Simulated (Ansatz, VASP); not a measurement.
## Ru: VASP beside Ansatz

Contents of INCAR:

```
SYSTEM = Ru
ALGO     = Normal         ! electronic algorithm
EDIFF    = 1E-6           ! SCF threshold, eV
ENCUT    = 520            ! plane-wave cutoff, eV
GGA      = PE             ! functional
GGA_COMPAT= .False.      
ISIF     = 2              ! what is computed and relaxed
ISMEAR   = -1             ! smearing method
LASPH    = .True.         ! aspherical terms in the spheres
LCHARG   = .False.        ! write CHGCAR
LMAXMIX  = 4              ! l up to which the mixer works
LORBIT   = 11             ! projections on sites
LORBMOM  = .True.       
LREAL    = .False.        ! projectors in reciprocal space
LSORBIT  = .True.         ! spin-orbit coupling
LWAVE    = .False.        ! write WAVECAR
MAGMOM   = 0 0 0 0 0 0    ! initial moments
NBANDS   = 40             ! bands
NELM     = 150            ! most SCF steps
PREC     = Accurate       ! precision mode
SIGMA    = 0.05           ! smearing width, eV
```

KPOINTS

```
k-points
0
Gamma
  8 8 5
  0 0 0
```

File POSCAR:

```
Ru
1.0
    2.7058000000      0.0000000000      0.0000000000
   -1.3529000000      2.3432915376      0.0000000000
    0.0000000000      0.0000000000      4.2819000000
Ru
2
Direct
    0.6666666667      0.3333333333      0.7500000000
    0.3333333333      0.6666666667      0.2500000000
```

input.yaml

```yaml
crystal:
  lattice:
    - [2.7058, 0.0, 0.0]
    - [-1.3529, 2.3432915376, 0.0]
    - [0.0, 0.0, 4.2819]
  atoms:
    - { symbol: Ru, position: [0.6666666667, 0.3333333333, 0.75] }
    - { symbol: Ru, position: [0.3333333333, 0.6666666667, 0.25] }
hamiltonian:
  xc: pbe
  pseudopotentials: { kind: paw_fr }
magnetization:
  noncollinear: true
  spin_orbit: true
kpoints:
  mp_grid: { grid: [8, 8, 5] }
  band_path:
    path:
      - [[0.0, 0.0, 0.0], [0.5, 0.0, 0.0], [0.3333333333, 0.3333333333, 0.0], [0.0, 0.0, 0.0], [0.0, 0.0, 0.5], [0.5, 0.0, 0.5], [0.3333333333, 0.3333333333, 0.5], [0.0, 0.0, 0.5]]
      - [[0.5, 0.0, 0.5], [0.5, 0.0, 0.0]]
      - [[0.3333333333, 0.3333333333, 0.0], [0.3333333333, 0.3333333333, 0.5]]
    npoints: 14
scf:
  occupations: { method: fermi_dirac, width: 0.05 }
  n_extra_bands: 6
output:
  forces: true
  stress: true
  eigenvalues: true
  fatbands: false
```

Alike in both runs: functional PBE; k mesh 8 × 8 × 5; occupations fermi-dirac, width 0.05 eV; non-collinear spin, spin-orbit coupling.

|  | VASP | Ansatz |
| --- | --- | --- |
| version | VASP 6.6.1 | Ansatz 0.2.0 |
| potentials or method | VASP PAW PBE potentials, release 64 (Ru_pv) | Ansatz PAW |
| plane-wave cutoff (eV) | 520 | 420 |
| valence electrons in the cell | 28 | 32 |
| task | single point | band structure |

|  | VASP | Ansatz | Ansatz less VASP |
| --- | --- | --- | --- |
| pressure (GPa) | 4.2 | 4.2 | -0.01 |
| traceless stress, the component that is largest in VASP (GPa) | -0.50 | -0.50 | +0.003 |
| net moment per atom (μB) | 0.00 | 0.00 | 0.000 |

VASP's potentials hold 28 valence electrons a cell and Ansatz's 32, so a difference there can come from the potentials and not from the codes.
